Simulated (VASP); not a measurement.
Ti: single point with PBE

Crystal: Ti.

```
Ti
1.0
     2.95000    0.00000    0.00000
    -1.47500    2.55477    0.00000
     0.00000    0.00000    4.68000
Ti
2
Direct
  0.66667 0.33333 0.75000
  0.33333 0.66667 0.25000
```

```
Program                : VASP 6.6.1
Task                   : single point
Functional             : PBE
Potentials or basis    : VASP PAW PBE potentials, release 64 (Ti_sv)
Cutoff                 : 520 eV
k mesh                 : 10 × 10 × 6
Occupations            : gaussian, width 0.026 eV
Spin                   : no spin polarisation
Dipole correction      : no
Further INCAR settings : ALGO = Normal; EDIFF = 1e-06; NBANDS = 19
```

```yaml
Pressure: -1.7 GPa
Band_gap_on_the_k_mesh: zero (band 12 reaches 8.94 eV, above the bottom of band 13 at 7.94 eV)
```

Stress tensor (GPa, compression positive):
```
-1.58  0.00  0.00
 0.00 -1.58  0.00
 0.00  0.00 -1.84
```

Levels at points of the mesh, in eV from the Fermi level:
```tsv
k point	band 8	band 9	band 10	band 11	band 12	band 13	band 14	band 15	band 16	band 17
(0.00, 0.00, 0.00)	-32.73	-6.15	-2.63	0.74	0.79	0.79	0.88	1.27	1.27	1.62
(0.50, 0.00, 0.00)	-32.80	-2.31	-2.09	-1.79	-0.62	0.50	0.63	1.16	3.30	3.51
(0.00, 0.00, 0.50)	-32.78	-4.32	-4.32	0.10	0.10	0.69	0.69	0.69	0.69	2.76
(0.50, 0.00, 0.50)	-32.88	-2.48	-2.48	-0.78	-0.78	1.31	1.31	1.72	1.72	3.43
```

Run time: 15 s on 1 thread of Intel(R) Xeon(R) 6975P-C (Granite Rapids), on a shared host, peak memory 0.16 GiB.
